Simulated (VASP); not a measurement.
# InSb (I-4m2) in VASP: notebook

InSb is run at these levels: r2SCAN; tasks: single point.

Everything below comes from runs of VASP 6.6.1. Logs are shortened: lines on timing, memory, paths and dates and some standing lists are left out, and cuts for length are marked.

## 1. The cell of the first run

The structure is tetragonal, space group I-4m2 (No. 119). The conventional cell has a = 4.581 Å, b = 4.581 Å, c = 6.446 Å, α = 90.00°, β = 90.00°, γ = 90.00°. In (site symmetry -4m2) has 4 Sb at 2.80 Å within 3.7 Å. Sb (site symmetry -4m2) has 4 In at 2.80 Å within 3.7 Å.

## 2. Single point, r2SCAN (strain -0.0050 x Voigt [0, 0, 1, 0, 0, 0])

Input file POSCAR:

```
InSb
1.0
    0.0000000000      3.2391000000      3.2229045000
    3.2391000000      0.0000000000      3.2229045000
    3.2391000000      3.2391000000      0.0000000000
In Sb
1 1
Direct
    0.0000000000      0.0000000000      0.0000000000
    0.7500000000      0.7500000000      0.7500000000
```

Input file INCAR.step1:

```
  ALGO = Normal
  EDIFF = 1E-4
  ENCUT = 520
  GGA = PE
  ISMEAR = 0
  LASPH = T
  LCHARG = F
  LREAL = F
  LWAVE = T
  NBANDS = 16
  NELM = 100
  PREC = Accurate
  SIGMA = 0.03
```

Input file INCAR.step2:

```
  ALGO = Normal
  EDIFF = 1E-7
  ENCUT = 520
  ISIF = 2
  ISMEAR = 0
  ISTART = 1
  LASPH = T
  LCHARG = T
  LELF = T
  LMIXTAU = T
  LREAL = F
  LVHAR = T
  LWAVE = F
  METAGGA = R2SCAN
  NBANDS = 16
  NELM = 100
  PREC = Accurate
  SIGMA = 0.03
```

Input file KPOINTS:

```
k-points
0
Gamma
  10 10 10
```

Potentials or basis: VASP PAW PBE potentials, release 64 (In_d, Sb).

On the command line:

```
$ cat potpaw_PBE.64/In_d/POTCAR potpaw_PBE.64/Sb/POTCAR > POTCAR
$ cp INCAR.step1 INCAR
$ mpirun -np 1 vasp_std > vasp.out
$ cp INCAR.step2 INCAR
$ mpirun -np 1 vasp_std > vasp.out
```

OUTCAR:

```text
EDIFF = 1E-7
   ENCUT = 520
   ISIF = 2
   ISMEAR = 0
   ISTART = 1
   LASPH = T
   LREAL = F
   METAGGA = R2SCAN
   NELM = 100
   PREC = Accurate

 ion  position               nearest neighbor table
   1  0.000  0.000  0.000-   2 2.80   2 2.80   2 2.80   2 2.80
   2  0.750  0.750  0.750-   1 2.80   1 2.80   1 2.80   1 2.80

  LATTYP: Found a body centered tetragonal cell.
 ALAT       =     4.5807791499
 C/A-ratio  =     1.4071424946

  Lattice vectors:

 A1 = (   0.0000000000,  -3.2391000000,  -3.2229045000)
 A2 = (   0.0000000000,   3.2391000000,  -3.2229045000)
 A3 = (   3.2391000000,   0.0000000000,   3.2229045000)

Analysis of symmetry for initial positions (statically):
=====================================================================
 Subroutine PRICEL returns:
 Original cell was already a primitive cell.

 Routine SETGRP: Setting up the symmetry group for a
 body centered tetragonal supercell.

 Subroutine GETGRP returns: Found  8 space group operations
 (whereof  8 operations were pure point group operations)
 out of a pool of 16 trial point group operations.

The static configuration has the point symmetry D_2d.

Analysis of symmetry for dynamics (positions and initial velocities):
=====================================================================
 Subroutine PRICEL returns:
 Original cell was already a primitive cell.

 Routine SETGRP: Setting up the symmetry group for a
 body centered tetragonal supercell.

 Subroutine GETGRP returns: Found  8 space group operations
 (whereof  8 operations were pure point group operations)
 out of a pool of 16 trial point group operations.

The dynamic configuration has the point symmetry D_2d.

 Subroutine INISYM returns: Found  8 space group operations
 (whereof  8 operations are pure point group operations),
 and found     1 'primitive' translations

----------------------------------------------------------------------------------------

                                     Primitive cell

  volume of cell :      67.6279

  direct lattice vectors                    reciprocal lattice vectors
     0.000000000  3.239100000  3.222904500    -0.154363867  0.154363867  0.155139564
     3.239100000  0.000000000  3.222904500     0.154363867 -0.154363867  0.155139564
     3.239100000  3.239100000  0.000000000     0.154363867  0.154363867 -0.155139564

  length of vectors
     4.569341553  4.569341553  4.580779150     0.267814658  0.267814658  0.267814658

  position of ions in fractional coordinates (direct lattice)
     0.000000000  0.000000000  0.000000000
     0.750000000  0.750000000  0.750000000

  ion indices of the primitive-cell ions
   primitive index   ion index
                 1           1
                 2           2

----------------------------------------------------------------------------------------

 KPOINTS: k-points

Automatic generation of k-mesh.
 Grid dimensions read from file:
 generate k-points for:   10   10   10

 Generating k-lattice:

  Cartesian coordinates                     Fractional coordinates (reciprocal lattice)
    -0.015436387  0.015436387  0.015513956     0.100000000 -0.000000000  0.000000000
     0.015436387 -0.015436387  0.015513956    -0.000000000  0.100000000  0.000000000
     0.015436387  0.015436387 -0.015513956     0.000000000  0.000000000  0.100000000

  Length of vectors
     0.026781466  0.026781466  0.026781466

  Shift w.r.t. Gamma in fractional coordinates (k-lattice)
     0.000000000  0.000000000  0.000000000

 Subroutine IBZKPT returns following result:
 ===========================================

 Found    102 irreducible k-points:

 Following reciprocal coordinates:
            Coordinates               Weight
  0.000000  0.000000  0.000000      1.000000
  0.100000  0.000000  0.000000      8.000000
  0.200000  0.000000  0.000000      8.000000
  0.300000  0.000000  0.000000      8.000000
  0.400000  0.000000  0.000000      8.000000
  0.500000  0.000000  0.000000      4.000000
[... 16 lines left out ...]
  0.300000  0.300000  0.000000      2.000000
  0.400000  0.300000  0.000000      8.000000
 [... further k-points ...]
   k-points           NKPTS =    102   k-points in BZ     NKDIM =    102   number of bands    NBANDS=     16
   number of dos      NEDOS =    301   number of ions     NIONS =      2
   total plane-waves  NPLWV =  46656
   dimension x,y,z NGX =    36 NGY =   36 NGZ =   36
   dimension x,y,z NGXF=    72 NGYF=   72 NGZF=   72
   ions per type =               1   1
   NGX,Y,Z   is equivalent  to a cutoff of  13.10, 13.10, 13.07 a.u.
   NGXF,Y,Z  is equivalent  to a cutoff of  26.20, 26.20, 26.13 a.u.
 SYSTEM =  unknown system
   PREC   = accura    normal or accurate (medium, high low for compatibility)
   ISTART =      1    job   : 0-new  1-cont  2-samecut
   ICHARG =      0    charge: 1-file 2-atom 10-const
   ISPIN  =      1    spin polarized calculation?
   LNONCOLLINEAR =      F non collinear calculations
   LSORBIT =      F    spin-orbit coupling
   LASPH  =      T    aspherical Exc in radial PAW
   ENCUT  =  520.0 eV  38.22 Ry    6.18 a.u.   8.50  8.50  8.52*2*pi/ulx,y,z
   NELM   =    100;   NELMIN=  2; NELMDL=  0     # of ELM steps
   EDIFF  = 0.1E-06   stopping-criterion for ELM
   LREAL  =      F    real-space projection
   EDIFFG = 0.1E-05   stopping-criterion for IOM
   NSW    =      0    number of steps for IOM
   IBRION =     -1    ionic relax: 0-MD 1-quasi-New 2-CG
   NFREE  =      0    steps in history (QN), initial steepest desc. (CG)
   ISIF   =      2    stress and relaxation
   ISYM   =      2    0-nonsym 1-usesym 2-fastsym
   POTIM  = 0.5000    time-step for ionic-motion
   TEBEG  =    0.0;   TEEND  =   0.0 temperature during run
   PSTRESS=    0.0 pullay stress
   NELECT =      18.0000    total number of electrons
   NUPDOWN=      -1.0000    fix difference up-down
   EMIN   =  10.00;   EMAX   =-10.00  energy-range for DOS
   EFERMI =   0.00;   METHOD = LEGACY
   ISMEAR =     0;   SIGMA  =   0.03  broadening in eV -4-tet -1-fermi 0-gaus
   EFERMI_NEDOS =   21; number of points for ismear=-14 and -15
   IALGO  =     38    algorithm
   IMIX   =      4    mixing-type and parameters
     AMIX     =   0.40;   BMIX     =  1.00
     AMIX_MAG =   1.60;   BMIX_MAG =  1.00
  volume/ion in A,a.u.               =      33.81       228.19
  Fermi-wavevector in a.u.,A,eV,Ry     =   1.053069  1.990012 15.088248  1.108955
  Thomas-Fermi vector in A             =   2.188177
   LORBIT       =      0    0 simple, 1 ext, 2 COOP (PROOUT), +10 PAW based schemes
   METAGGA = R2SCAN    functional components
   LHFCALC =     F    Hartree Fock is set to
   AEXX    =    0.0000 exact exchange contribution
   IVDW    =     0    specifies the selected vdW correction
   LEPSILON=     F    determine dielectric tensor
   LRPA    =     F    only Hartree local field effects (RPA)
 non-spin polarized calculation
 Gauss-broadening in eV      SIGMA  =   0.03
  energy-cutoff  :      520.00
  volume of cell :       67.63
 maximum number of plane-waves:      1843
 NGX is ok and might be reduce to    36
   NGX = 17   NGY = 17   NGZ = 17

 number of electron      17.9999994 magnetization

 Free energy of the ion-electron system (eV)
  ---------------------------------------------------
  ext. energy  EPLUGINS =         0.00000000
  ---------------------------------------------------
  free energy    TOTEN  =       -48.75050692 eV

  energy without entropy =      -48.75050692  energy(sigma->0) =      -48.75050692

 E-fermi :   5.1271     XC(G=0):  -9.2674

 val. band max:        4.9978713493   @ k =   0.0000   0.0000   0.0000
 cond. band min:       5.2525982720   @ k =   0.0000   0.0000   0.0000
 fundamental gap:      0.2547269227
 Fermi energy:         5.1270875262

 k-point     1 :       0.0000    0.0000    0.0000
  band No.  band energies     occupation
      1     -10.1275      2.00000
      2     -10.1275      2.00000
      3     -10.1264      2.00000
      4     -10.0238      2.00000
      5     -10.0230      2.00000
      6      -6.1779      2.00000
[... 8 lines left out ...]
     15      13.6532      0.00000
     16      13.7287      0.00000

 k-point     2 :       0.1000    0.0000    0.0000
  band No.  band energies     occupation
      1     -10.1323      2.00000
      2     -10.1251      2.00000
      3     -10.1244      2.00000
      4     -10.0240      2.00000
      5     -10.0231      2.00000
      6      -6.0806      2.00000
[... 8 lines left out ...]
     15      13.0286      0.00000
     16      13.0838      0.00000

 k-point     3 :       0.2000    0.0000    0.0000
  band No.  band energies     occupation
      1     -10.1457      2.00000
      2     -10.1191      2.00000
      3     -10.1185      2.00000
      4     -10.0242      2.00000
      5     -10.0233      2.00000
      6      -5.7998      2.00000
[... 8 lines left out ...]
     15      12.6374      0.00000
     16      12.6715      0.00000

 k-point     4 :       0.3000    0.0000    0.0000
  band No.  band energies     occupation
      1     -10.1619      2.00000
      2     -10.1123      2.00000
      3     -10.1117      2.00000
      4     -10.0238      2.00000
      5     -10.0227      2.00000
      6      -5.3782      2.00000
[... 8 lines left out ...]
     15      12.9291      0.00000
     16      12.9323      0.00000
[... 324 lines left out ...]
 k-point    22 :      -0.2000    0.2000    0.0000
  band No.  band energies     occupation
      1     -10.1688      2.00000
      2     -10.1096      2.00000
      3     -10.1052      2.00000
      4     -10.0258      2.00000
      5     -10.0228      2.00000
      6      -5.2316      2.00000
[... 8 lines left out ...]
     15      13.8961      0.00000
     16      14.4133      0.00000

 k-point    23 :       0.3000    0.3000    0.0000
  band No.  band energies     occupation
      1     -10.1873      2.00000
      2     -10.0953      2.00000
      3     -10.0953      2.00000
      4     -10.0372      2.00000
      5     -10.0161      2.00000
      6      -5.0821      2.00000
[... 8 lines left out ...]
     15      14.6035      0.00000
     16      15.2901      0.00000

 k-point    24 :       0.4000    0.3000    0.0000
  band No.  band energies     occupation
      1     -10.1976      2.00000
      2     -10.0900      2.00000
      3     -10.0891      2.00000
      4     -10.0391      2.00000
      5     -10.0152      2.00000
      6      -4.7085      2.00000
[... 8 lines left out ...]
     15      15.1083      0.00000
     16      15.6939      0.00000

 [... further k-points ...]

------------------------ aborting loop because EDIFF is reached ----------------------------------------

  FORCE on cell =-STRESS in cart. coord.  units (eV):
  Direction    XX          YY          ZZ          XY          YZ          ZX
  --------------------------------------------------------------------------------------
  -------------------------------------------------------------------------------------
  Total        0.8064267      0.8064267      0.8692498      0.0000000      0.0000000      0.0000000
  in kB       19.1051001     19.1051001     20.5934459      0.0000000      0.0000000      0.0000000
  external PRESSURE =      19.6012154 kB  Pullay stress =       0.0000000 kB

 VOLUME and BASIS-vectors are now :
 -----------------------------------------------------------------------------
  energy-cutoff  :      520.00
  volume of cell :       67.63
      direct lattice vectors                 reciprocal lattice vectors
     0.000000000  3.239100000  3.222904500    -0.154363867  0.154363867  0.155139564
     3.239100000  0.000000000  3.222904500     0.154363867 -0.154363867  0.155139564
     3.239100000  3.239100000  0.000000000     0.154363867  0.154363867 -0.155139564

 POSITION                                       TOTAL-FORCE (eV/Angst)
 -----------------------------------------------------------------------------------
      0.00000      0.00000      0.00000        -0.000000     -0.000000     -0.000000
      4.85865      4.85865      4.83436         0.000000      0.000000      0.000000
 -----------------------------------------------------------------------------------
    total drift:                                0.000002      0.000002      0.000002

  FREE ENERGIE OF THE ION-ELECTRON SYSTEM (eV)
  ---------------------------------------------------
  free  energy   TOTEN  =       -48.7505069152 eV

  energy  without entropy=      -48.7505069152  energy(sigma->0) =      -48.75050692
```

Run time: 8.5 min. Hardware: 1 thread of Intel Xeon Platinum 8488C (Sapphire Rapids), shared host; peak memory 0.3 GiB.

What came out:

```
Free energy            : -48.7505 eV
Pressure               : 2.0 GPa
Band gap on the k mesh : 0.25 eV, direct
```

Caveat: the cell differs from its parent crystal (strain -0.0050 x Voigt [0, 0, 1, 0, 0, 0]); the PAW data sets were made with another functional, which shifts forces and pressure a little; spin-orbit coupling is left out, which moves the levels of the heavy elements.

(Continued in part 2 of 2.)
